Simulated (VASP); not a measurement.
Input of a VASP 6.6.1 run:

The input INCAR:

```
PREC = Accurate ; ENCUT = 600
EDIFF = 1E-6 ; ISMEAR = 0
SIGMA = 0.1 ; LREAL = False
LASPH = True ; NELM = 60
ALGO = Normal ; ISIF = 3
LWAVE = False ; LCHARG = False
GGA = PE ; IBRION = 2
NSW = 100 ; EDIFFG = -0.01
```

Contents of KPOINTS:

```
regular mesh
0
Gamma
  12 12 12
```

File POSCAR:

```
MgSi2N2
1.0
    4.5939553246      0.0000000000      0.0000000000
   -2.2969776623      3.9784820149      0.0000000000
    0.0000000000      0.0000000000      3.4243822813
Mg Si N
1 2 2
Direct
    0.0000000000      0.0000000000      0.0000000000
    0.3333333333      0.6666666667      0.5000000000
    0.6666666667      0.3333333333      0.5000000000
    0.3333333333      0.6666666667      0.0000000000
    0.6666666667      0.3333333333      0.0000000000
```

Potentials or basis: VASP PAW PBE potentials, release 64 (Mg, Si, N).

The run is started by

```bash
$ cat potpaw_PBE.64/Mg/POTCAR potpaw_PBE.64/Si/POTCAR potpaw_PBE.64/N/POTCAR > POTCAR
$ mpirun -np 1 vasp_std > vasp.out
```

What does it give for the relaxed cell?

a = 4.595 Å, b = 4.595 Å, c = 3.426 Å, α = 90.00°, β = 90.00°, γ = 120.00°.

Predict the band gap on the k mesh.

zero (band 10 reaches 8.31 eV, above the bottom of band 11 at 5.71 eV).

Final structure:
```xyz
5
Lattice="4.5947 0.0000 0.0000 -2.2974 3.9791 0.0000 0.0000 0.0000 3.4262" Properties=species:S:1:pos:R:3 pbc="T T T"
Mg   -2.2974    3.9791    0.0000
Si    0.0000    2.6528    1.7131
Si    2.2974    1.3264    1.7131
N     0.0000    2.6528    0.0000
N     2.2974    1.3264    0.0000
```
